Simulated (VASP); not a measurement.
Write the native input for VASP 6.6.1 that does the following.

| Quantity | Value |
| --- | --- |
| Task | single point |
| Functional | r2SCAN |
| Potentials or basis | VASP PAW PBE potentials, release 64 (Si, Ge_d) |
| Cutoff | 520 eV |
| k mesh | 8 × 8 × 8 |
| Occupations | gaussian, width 0.01 eV |
| Spin | no spin polarisation |
| Dipole correction | no |
| Further INCAR settings | ALGO = Normal; EDIFF = 1e-06; NBANDS = 21 |

The system is Si3Ge.

```
CELL_PARAMETERS angstrom
1.94265 1.12159 6.34097
-1.94265 1.12159 6.34097
0.00000 -2.24318 6.34097
ATOMIC_POSITIONS crystal
Si 0.00134 0.00134 0.00134
Si 0.49871 0.49871 0.49871
Si 0.37501 0.37501 0.37501
Ge 0.87495 0.87495 0.87495
```

The input as run:

POSCAR

```
Si3Ge
1.0
    1.9426527489      1.1215910875      6.3409676203
   -1.9426527489      1.1215910875      6.3409676203
    0.0000000000     -2.2431821750      6.3409676203
Si Ge
3 1
Direct
    1.0013363433      0.0013363433      0.0013363433
    0.4987055952      0.4987055952      0.4987055952
    0.3750071689      0.3750071689      0.3750071689
    0.8749508926      0.8749508926      0.8749508926
```

INCAR.step1

```
SYSTEM = Si3Ge
  PREC = Accurate
  ENCUT = 520
  ISMEAR = 0
  SIGMA = 0.01
  LREAL = .FALSE.
  LASPH = .TRUE.
  NELM = 60
  NBANDS = 21
  GGA = PE
  ALGO = Normal
  EDIFF = 1E-4
  LWAVE = .TRUE.
  LCHARG = .FALSE.
```

INCAR.step2

```
SYSTEM = Si3Ge
  PREC = Accurate
  ENCUT = 520
  EDIFF = 1E-6
  ISMEAR = 0
  SIGMA = 0.01
  LREAL = .FALSE.
  LASPH = .TRUE.
  NELM = 60
  ALGO = Normal
  ISIF = 2
  LWAVE = .FALSE.
  LCHARG = .TRUE.
  METAGGA = R2SCAN
  LMIXTAU = .TRUE.
  LELF = .TRUE.
  LVHAR = .TRUE.
  NBANDS = 21
  ISTART = 1
```

KPOINTS

```
Automatic mesh
0
G
  8 8 8
  0 0 0
```

Potentials or basis: VASP PAW PBE potentials, release 64 (Si, Ge_d).

The run is started by

```bash
$ cat potpaw_PBE.64/Si/POTCAR potpaw_PBE.64/Ge_d/POTCAR > POTCAR
$ cp INCAR.step1 INCAR
$ mpirun -np 1 vasp_std > vasp.out
$ cp INCAR.step2 INCAR
$ mpirun -np 1 vasp_std > vasp.out
```

Results of the run:

```json
{"Pressure": "-0.1 GPa", "Largest force": "0.019 eV/Å", "Band gap on the k mesh": "0.77 eV (least direct gap 1.45 eV)"}
```

Caveat: the PAW data sets were made with another functional, which shifts forces and pressure a little.

It took 13 min on 1 thread of Intel(R) Xeon(R) Platinum 8259CL CPU @ 2.50GHz (Skylake/Cascade Lake), on a shared host, peak memory 0.43 GiB.
